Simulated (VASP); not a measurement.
Runs of VASP 6.6.1 on B. The structure is that of space group Pm-3m (No. 221), or close to it. The cells are those of the table. 

| task | cell | k mesh | cutoff (eV) | k mesh for the DOS | occupations for the DOS | gap on the mesh (eV) | pressure (GPa) |
| --- | --- | --- | --- | --- | --- | --- | --- |
| single point | a = 1.878 Å, 1 atom | 20 × 20 × 20 | 520 | - | - | none | (a) |
| single point | a = 1.491 Å, 1 atom | 20 × 20 × 20 | 500 | - | - | none | 557.1 |
| single point | a = 1.729 Å, 1 atom | 20 × 20 × 20, shifted | 500 | - | - | none | 93.0 |
| single point | a = 1.652 Å, 1 atom | 20 × 20 × 20 | 520 | - | - | none | 184.1 |

Alike in all rows: level PBEsol; potentials or basis VASP PAW PBE potentials, release 64 (B); no spin polarisation; smearing fermi-dirac 0.05 eV.

**Question.** Fill in the values left out.

**Answer.** (a) 0.3.

Caveats: the PAW data sets were made with another functional, which shifts forces and pressure a little.

A gap of «none» marks levels without a gap at the run's occupations.
